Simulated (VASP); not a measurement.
A run of VASP 6.6.1:

INCAR

```
  ALGO = Normal
  EDIFF = 1E-7
  ENCUT = 520
  GGA = PE
  ISIF = 2
  ISMEAR = 0
  LASPH = True
  LCHARG = False
  LDAU = True
  LDAUJ = 0 0
  LDAUL = 2 -1
  LDAUPRINT = 1
  LDAUTYPE = 2
  LDAUU = 4 0
  LMAXMIX = 4
  LREAL = False
  LWAVE = False
  NBANDS = 33
  NELM = 150
  PREC = Accurate
  SIGMA = 0.02
```

Contents of KPOINTS:

```
k-points
0
Gamma
  6 6 10
```

File POSCAR:

```
TiO2
1.0
    4.5881460740      0.0000000000      0.0000000000
    0.0000000000      4.5881460740      0.0000000000
    0.0000000000      0.0000000000      3.1413877687
Ti O
2 4
Direct
    0.5000000000      0.5000000000      0.0000000000
    0.0000000000      0.0000000000      0.5000000000
    0.6940232295      0.6940232295      0.5000000000
    0.8059767705      0.1940232295      0.0000000000
    0.1940232295      0.8059767705      0.0000000000
    0.3059767705      0.3059767705      0.5000000000
```

Potentials or basis: VASP PAW PBE potentials, release 64 (Ti_sv, O).

The run is started by

```console
$ cat potpaw_PBE.64/Ti_sv/POTCAR potpaw_PBE.64/O/POTCAR > POTCAR
$ mpirun -np 1 vasp_std > vasp.out
```

Hardware: 1 thread of AMD EPYC 7R43 64-Core Processor (Zen 3) (shared host).

Problem. How long does it take, and how much memory?

Solution. Wall time 2.9 min on 1 thread of AMD EPYC 7R43 64-Core Processor (Zen 3), with other jobs on the host, peak memory 0.2 GiB. Counts: scf iterations 17, k points 60.
